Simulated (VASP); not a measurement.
Input of a VASP 6.6.1 run:

The input INCAR:

```
SYSTEM = Sb
ALGO = Normal ; DIPOL = 0.5 0.5 0.500
EDIFF = 1E-6 ; ENCUT = 520
GGA = PS ; IDIPOL = 3
ISIF = 2 ; ISMEAR = -1
LASPH = .TRUE. ; LCHARG = .FALSE.
LDIPOL = .TRUE. ; LREAL = .FALSE.
LWAVE = .FALSE. ; NBANDS = 20
NELM = 60 ; PREC = Accurate
SIGMA = 0.1
```

Contents of KPOINTS:

```
k-points
0
G
  11 11 1
  0 0 0
```

Contents of POSCAR:

```
Sb
1.0
    3.3338465325      0.0000000000      0.0000000000
    0.0000000000      3.3338465325      0.0000000000
    0.0000000000      0.0000000000     25.4295000000
Sb
5
Direct
    0.0000000000      0.0000000000      0.3238290490
    0.5000000000      0.5000000000      0.4057517007
    0.0000000000      0.0000000000      0.4999999152
    0.5000000000      0.5000000000      0.5942483203
    0.0000000000      0.0000000000      0.6761710148
```

Potentials or basis: VASP PAW PBE potentials, release 64 (Sb).

Run with:

```sh
$ cat potpaw_PBE.64/Sb/POTCAR > POTCAR
$ mpirun -np 1 vasp_std > vasp.out
```

Task: Predict the largest force.

Result: 0.014 eV/Å.

Forces in eV/Å, atoms in the order of the input:
```
Sb   0.000  0.000 -0.014
Sb   0.000  0.000  0.011
Sb   0.000  0.000  0.000
Sb   0.000  0.000 -0.011
Sb   0.000  0.000  0.014
```

Caveat: the PAW data sets were made with another functional, which shifts forces and pressure a little.
